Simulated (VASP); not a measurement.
Here is a VASP 6.6.1 calculation.

INCAR

```
SYSTEM = Ti
PREC = Accurate
ENCUT = 520
EDIFF = 1E-6
ISMEAR = 0
SIGMA = 0.15
LREAL = .FALSE.
LASPH = .TRUE.
NELM = 80
ALGO = Fast
ISIF = 2
LWAVE = .FALSE.
LCHARG = .TRUE.
GGA = PE
LELF = .TRUE.
LVHAR = .TRUE.
NBANDS = 12
```

KPOINTS

```
regular mesh
0
G
  22 22 22
  0 0 0
```

POSCAR

```
Ti
1.0
   -1.4979487483      1.4979487483      1.6141895712
    1.4979487483     -1.4979487483      1.6141895712
    1.4979487483      1.4979487483     -1.6141895712
Ti
1
Direct
    0.0000000000      0.0000000000      0.0000000000
```

Potentials or basis: VASP PAW PBE potentials, release 64 (Ti_sv).

Run with:

```console
$ cat potpaw_PBE.64/Ti_sv/POTCAR > POTCAR
$ mpirun -np 1 vasp_std > vasp.out
```

(1) Estimate the pressure.

(2) Estimate the band gap on the k mesh.

## Answers

(1) 24.3 GPa.

(2) zero (band 6 reaches 11.22 eV, above the bottom of band 7 at 9.43 eV).
